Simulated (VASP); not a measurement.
Wanted: the native input for a VASP 6.6.1 run.

```yaml
Task: single point
Functional: PBE
Potentials_or_basis: VASP PAW PBE potentials, release 64 (Zn, O)
Cutoff: 520 eV
k_mesh: 20 × 20 × 20
Occupations: gaussian, width 0.1 eV
Spin: no spin polarisation
Dipole_correction: no
Further_INCAR_settings: ALGO = Normal; EDIFF = 1e-07; NBANDS = 16
```

The structure of ZnO lies in POSCAR:

```
ZnO
1.0
    2.6882149215      0.0000000000      0.0000000000
    0.0000000000      2.6882149215      0.0000000000
    0.0000000000      0.0000000000      2.6882149215
Zn O
1 1
Direct
    0.0000000000      0.0000000000      0.0000000000
    0.5000000000      0.5000000000      0.5000000000
```

The input as run:

INCAR

```
SYSTEM = ZnO
PREC     = Accurate       ! precision mode
ENCUT    = 520            ! plane-wave cutoff, eV
EDIFF    = 1E-7           ! SCF threshold, eV
ISMEAR   = 0              ! smearing method
SIGMA    = 0.1            ! smearing width, eV
LREAL    = .FALSE.        ! projectors in reciprocal space
LASPH    = .TRUE.         ! aspherical terms in the spheres
NELM     = 80             ! most SCF steps
ALGO     = Normal         ! electronic algorithm
ISIF     = 2              ! what is computed and relaxed
LWAVE    = .FALSE.        ! write WAVECAR
LCHARG   = .TRUE.         ! write CHGCAR
GGA      = PE             ! functional
LELF     = .TRUE.         ! ELF
LVHAR    = .TRUE.       
NBANDS   = 16             ! bands
```

KPOINTS

```
regular mesh
0
G
  20 20 20
  0 0 0
```

Potentials or basis: VASP PAW PBE potentials, release 64 (Zn, O).

Run with:

```console
$ cat potpaw_PBE.64/Zn/POTCAR potpaw_PBE.64/O/POTCAR > POTCAR
$ mpirun -np 1 vasp_std > vasp.out
```

It gave:

The pressure is 0.7 GPa and the band gap on the k mesh is zero (band 9 reaches 3.12 eV, above the bottom of band 10 at 2.27 eV).

Run time: 42 s on 1 thread of Intel Xeon 6975P-C, with other jobs on the host, peak memory 0.2 GiB.
